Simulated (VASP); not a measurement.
# Na (Fd-3m) in VASP: notebook, part 2 of 2

VASP 6.6.1. Earlier steps stand in the parts before.

### Step 3. Single point, PBE (volume scaled by 1.04)

INCAR

```
SYSTEM = Na
PREC = Accurate
ENCUT = 520
EDIFF = 1E-6
ISMEAR = -1
SIGMA = 0.1
LREAL = .False.
LASPH = .True.
NELM = 60
ALGO = Normal
ISIF = 2
LWAVE = .False.
LCHARG = .False.
GGA = PE
NBANDS = 14
```

KPOINTS

```
Automatic mesh
0
Gamma
  8 8 8
  0 0 0
```

POSCAR

```
Na
1.0
    0.0000000000      3.8349681922      3.8349681922
    3.8349681922      0.0000000000      3.8349681922
    3.8349681922      3.8349681922      0.0000000000
Na
2
Direct
    0.1250000000      0.1250000000      0.1250000000
    0.8750000000      0.8750000000      0.8750000000
```

Potentials or basis: VASP PAW PBE potentials, release 64 (Na_pv).

Run with:

```
$ cat potpaw_PBE.64/Na_pv/POTCAR > POTCAR
$ mpirun -np 1 vasp_std > vasp.out
```

OUTCAR:

```text
SYSTEM = Na
   PREC = Accurate
   ENCUT = 520
   EDIFF = 1E-6
   ISMEAR = -1
   LREAL = .False.
   LASPH = .True.
   NELM = 60
   ISIF = 2
   GGA = PE

 ion  position               nearest neighbor table
   1  0.125  0.125  0.125-
   2  0.875  0.875  0.875-

  LATTYP: Found a face centered cubic cell.
 ALAT       =     7.6699363844

  Lattice vectors:

 A1 = (   0.0000000000,   3.8349681922,   3.8349681922)
 A2 = (   3.8349681922,   0.0000000000,   3.8349681922)
 A3 = (   3.8349681922,   3.8349681922,   0.0000000000)

Analysis of symmetry for initial positions (statically):
=====================================================================
 Subroutine PRICEL returns:
 Original cell was already a primitive cell.

 Routine SETGRP: Setting up the symmetry group for a
 face centered cubic supercell.

 Subroutine GETGRP returns: Found 48 space group operations
 (whereof 12 operations were pure point group operations)
 out of a pool of 48 trial point group operations.

The static configuration has the point symmetry D_3d.
 The point group associated with its full space group is O_h .

Analysis of symmetry for dynamics (positions and initial velocities):
=====================================================================
 Subroutine PRICEL returns:
 Original cell was already a primitive cell.

 Routine SETGRP: Setting up the symmetry group for a
 face centered cubic supercell.

 Subroutine GETGRP returns: Found 48 space group operations
 (whereof 12 operations were pure point group operations)
 out of a pool of 48 trial point group operations.

The dynamic configuration has the point symmetry D_3d.
 The point group associated with its full space group is O_h .

 Subroutine INISYM returns: Found 48 space group operations
 (whereof 12 operations are pure point group operations),
 and found     1 'primitive' translations

[... 119 lines left out ...]
   GGA     = PE    functional components
   LHFCALC =     F    Hartree Fock is set to
   AEXX    =    0.0000 exact exchange contribution
   IVDW    =     0    specifies the selected vdW correction
   LEPSILON=     F    determine dielectric tensor
   LRPA    =     F    only Hartree local field effects (RPA)
 non-spin polarized calculation
  energy-cutoff  :      520.00
  volume of cell :      112.80
 maximum number of plane-waves:      3071
   NGX = 21   NGY = 21   NGZ = 21

 number of electron      13.9999991 magnetization

 Free energy of the ion-electron system (eV)
  ---------------------------------------------------
  ext. energy  EPLUGINS =         0.00000000
  ---------------------------------------------------
  free energy    TOTEN  =        -1.96552300 eV

  energy without entropy =       -1.92967112  energy(sigma->0) =       -1.94759706

 E-fermi :  -0.6886     XC(G=0):  -5.4136

 val. band max:       -0.6951595180   @ k =   0.5000   0.1250   0.0000
 cond. band min:      -0.6578913862   @ k =  -0.3750   0.2500   0.1250
 fundamental gap:      0.0372681318
 Fermi energy:        -0.6886455648

 k-point     1 :       0.0000    0.0000    0.0000
  band No.  band energies     occupation
      1     -26.1023      2.00000
      2     -26.1023      2.00000
      3     -26.1023      2.00000
      4     -26.0719      2.00000
      5     -26.0719      2.00000
      6     -26.0719      2.00000
      7      -3.1657      2.00000
      8       3.7955      0.00000
      9       3.7955      0.00000
     10       3.7955      0.00000
     11       4.1300      0.00000
     12       4.1300      0.00000
     13       4.1300      0.00000
     14       5.7424      0.00000
[... 377 lines left out ...]
      1     -26.1081      2.00000
      2     -26.1065      2.00000
      3     -26.0955      2.00000
      4     -26.0792      2.00000
      5     -26.0678      2.00000
      6     -26.0664      2.00000
      7      -1.1764      1.98489
      8      -0.6579      0.84743
      9       1.3913      0.00000
     10       1.7763      0.00000
     11       3.9598      0.00000
     12       4.2713      0.00000
     13       6.0268      0.00000
     14       6.5861      0.00000

 [... further k-points ...]

------------------------ aborting loop because EDIFF is reached ----------------------------------------

  FORCE on cell =-STRESS in cart. coord.  units (eV):
  Direction    XX          YY          ZZ          XY          YZ          ZX
  --------------------------------------------------------------------------------------
  -------------------------------------------------------------------------------------
  Total       -0.0677311     -0.0677311     -0.0677311     -0.0000000      0.0000000     -0.0000000
  in kB       -0.9620187     -0.9620187     -0.9620187     -0.0000000      0.0000000     -0.0000000
  external PRESSURE =      -0.9620187 kB  Pullay stress =       0.0000000 kB

 VOLUME and BASIS-vectors are now :
 -----------------------------------------------------------------------------
  energy-cutoff  :      520.00
  volume of cell :      112.80
      direct lattice vectors                 reciprocal lattice vectors
     0.000000000  3.834968192  3.834968192    -0.130379178  0.130379178  0.130379178
     3.834968192  0.000000000  3.834968192     0.130379178 -0.130379178  0.130379178
     3.834968192  3.834968192  0.000000000     0.130379178  0.130379178 -0.130379178

 POSITION                                       TOTAL-FORCE (eV/Angst)
 -----------------------------------------------------------------------------------
      0.95874      0.95874      0.95874        -0.000000     -0.000000      0.000000
      6.71119      6.71119      6.71119         0.000000      0.000000     -0.000000
 -----------------------------------------------------------------------------------
    total drift:                                0.000000      0.000000     -0.000000

  FREE ENERGIE OF THE ION-ELECTRON SYSTEM (eV)
  ---------------------------------------------------
  free  energy   TOTEN  =        -1.9655229951 eV

  energy  without entropy=       -1.9296711190  energy(sigma->0) =       -1.94759706
```

It took 11 s on 1 thread of Intel Xeon 6975P-C (Granite Rapids), shared host; peak memory 0.23 GiB.

Results:

| Item | Value |
| --- | --- |
| Free energy | -1.9655 eV |
| Pressure | -0.1 GPa |
| Band gap on the k mesh | zero (band 7 reaches -0.29 eV, above the bottom of band 8 at -0.95 eV) |
